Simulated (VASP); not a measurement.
Here is a VASP 6.6.1 calculation.

File INCAR:

```
ALGO = Normal ; EDIFF = 1E-6
ENCUT = 520 ; GGA = PE
ISIF = 2 ; ISMEAR = 0
LASPH = True ; LCHARG = False
LREAL = Auto ; LWAVE = False
NBANDS = 52 ; NELM = 100
PREC = Accurate ; SIGMA = 0.02
```

KPOINTS

```
k-points
0
Gamma
  2 2 2
```

The input POSCAR:

```
TiSi16
1.0
    0.0000000000      5.4300000000      5.4300000000
    5.4300000000      0.0000000000      5.4300000000
    5.4300000000      5.4300000000      0.0000000000
Si Ti
16 1
Direct
   -0.0017861878     -0.0011276243     -0.0066661142
    0.1276179558      0.1287207182      0.1162306630
    0.0073900552      0.0083653775      0.4782852670
    0.1222962247      0.1216293738      0.6131190608
   -0.0025513812      0.5110232044     -0.0067686924
    0.1230118785      0.6254728361      0.1267105893
   -0.0122757827      0.5064989871      0.5008282689
    0.1205766114      0.6451677716      0.6133593002
    0.5097414365     -0.0021935543     -0.0056314917
    0.6248119705      0.1229755064      0.1276471455
    0.5067567219     -0.0135779006      0.5016408840
    0.6444097606      0.1198685083      0.6146815838
    0.4938203499      0.4938336096      0.0182803867
    0.6244099448      0.6247373849      0.1275434622
    0.5055309392      0.5053473297      0.5017327808
    0.6181110497      0.6168086556      0.6477034991
    0.2566178637      0.2569290976      0.7306616943
```

Potentials or basis: VASP PAW PBE potentials, release 64 (Si, Ti_sv).

Launch:

```sh
$ cat potpaw_PBE.64/Si/POTCAR potpaw_PBE.64/Ti_sv/POTCAR > POTCAR
$ mpirun -np 1 vasp_std > vasp.out
```

(1) Predict the largest force.

(2) Estimate the pressure.

Results:

(1) 0.318 eV/Å.

(2) 3.9 GPa.

Caveat: the k points lie up to 0.50 Å⁻¹ apart.
